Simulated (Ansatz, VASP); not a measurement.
ZnCu in VASP and in Ansatz

```
CELL_PARAMETERS angstrom
3.03335 0.00000 0.00000
0.00000 3.03335 0.00000
0.00000 0.00000 2.85665
ATOMIC_POSITIONS crystal
Zn 0.50000 0.50000 0.50000
Cu 0.00000 0.00000 0.00000
```

Change from the starting cell: strain +0.030 along x and y, -0.030 along z, atoms carried along.

Alike in both runs: task single point; functional PBEsol; k mesh 16 × 16 × 16; occupations gaussian, width 0.15 eV; no spin polarisation.

```csv
,VASP,Ansatz
version,VASP 6.6.1,Ansatz 0.2.0
potentials or method,"VASP PAW PBE potentials, release 64 (Zn, Cu), cutoff 520 eV","scalar-relativistic, plane waves, PAW"
valence electrons in the cell,23,31
```

```tsv
	VASP	Ansatz	Ansatz less VASP
gap on the k mesh at the Fermi level (eV)	none	none	-
pressure (GPa)	-6.7	-7.6	-0.90
traceless stress, the component that is largest in VASP (GPa)	0.69	0.66	-0.030
```

VASP's potentials were made for PBE, not for PBEsol. A gap of «none» marks a metal or a gap that the smearing closes. VASP's potentials hold 23 valence electrons a cell and Ansatz's 31, so a difference there can come from the potentials and not from the codes.
